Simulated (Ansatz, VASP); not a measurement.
**C: VASP beside Ansatz**

The input POSCAR:

```
C
1.0
    2.5098396852      0.0000000000      0.0000000000
   -1.2549198426      2.1735849268      0.0000000000
    0.0000000000      0.0000000000      7.8663083936
C
8
Direct
    0.0000000000      0.0000000000      0.0929334757
    0.0000000000      0.0000000000      0.5929334757
    0.0000000000      0.0000000000      0.4070665243
    0.0000000000      0.0000000000      0.9070665243
    0.3333333333      0.6666666667      0.1554962089
    0.6666666667      0.3333333333      0.6554962089
    0.3333333333      0.6666666667      0.3445037911
    0.6666666667      0.3333333333      0.8445037911
```

File INCAR.step1:

```
SYSTEM = C
PREC = Accurate ; ENCUT = 520
ISMEAR = 0 ; SIGMA = 0.05
LREAL = .False. ; LASPH = .True.
NELM = 60 ; NBANDS = 26
GGA = PE ; ALGO = Normal
EDIFF = 1E-4 ; LWAVE = .True.
LCHARG = .False.
```

File INCAR.step2:

```
SYSTEM = C
PREC = Accurate ; ENCUT = 520
EDIFF = 1E-6 ; ISMEAR = 0
SIGMA = 0.05 ; LREAL = .False.
LASPH = .True. ; NELM = 60
ALGO = Normal ; ISIF = 2
LWAVE = .False. ; LCHARG = .True.
METAGGA = R2SCAN ; LMIXTAU = .True.
LELF = .True. ; LVHAR = .True.
NBANDS = 26 ; ISTART = 1
```

Contents of KPOINTS:

```
regular mesh
0
Gamma
  12 12 4
  0 0 0
```

Input for Ansatz:

```yaml
crystal:
  lattice:
    - [2.5098396852, 0.0, 0.0]
    - [-1.2549198426, 2.1735849268, 0.0]
    - [0.0, 0.0, 7.8663083936]
  atoms:
    - { symbol: C, position: [0.0, 0.0, 0.0929334757] }
    - { symbol: C, position: [0.0, 0.0, 0.5929334757] }
    - { symbol: C, position: [0.0, 0.0, 0.4070665243] }
    - { symbol: C, position: [0.0, 0.0, 0.9070665243] }
    - { symbol: C, position: [0.3333333333, 0.6666666667, 0.1554962089] }
    - { symbol: C, position: [0.6666666667, 0.3333333333, 0.6554962089] }
    - { symbol: C, position: [0.3333333333, 0.6666666667, 0.3445037911] }
    - { symbol: C, position: [0.6666666667, 0.3333333333, 0.8445037911] }
basis:
  ecutwfc: 500
kpoints:
  mp_grid: { grid: [12, 12, 4] }
hamiltonian:
  xc: r2scan
scf:
  occupations: { method: gaussian, width: 0.05 }
output:
  forces: true
  stress: true
  eigenvalues: true
```

Change from the starting cell: strain +0.000 along x and y, -0.050 along z, atoms carried along.

Alike in both runs: task single point; functional r2SCAN; k mesh 12 × 12 × 4; occupations gaussian, width 0.05 eV; no spin polarisation.

|  | VASP | Ansatz |
| --- | --- | --- |
| version | VASP 6.6.1 | Ansatz 0.2.0 |
| potentials or method | VASP PAW PBE potentials, release 64 (C), cutoff 520 eV | scalar-relativistic, plane waves, PAW |
| valence electrons in the cell | 32 | 32 |

Ansatz gave:

```
gap on the k mesh at the Fermi level (eV)                     : 4.20
least direct gap on the mesh (eV)                             : 5.06
pressure (GPa)                                                : 27.3
traceless stress, the component that is largest in VASP (GPa) : 50.87
rms of the force components (eV/Å)                            : 0.205
```

**Question.** Which values does VASP return?

**Answer.** gap on the k mesh at the Fermi level (eV): 4.17; least direct gap on the mesh (eV): 5.01; pressure (GPa): 28.7; traceless stress, the component that is largest in VASP (GPa): 51.19; rms of the force components (eV/Å): 0.215.

VASP's potentials were made for PBE, not for r2SCAN. Atom by atom the forces differ by 0.011 eV/Å (rms over components).
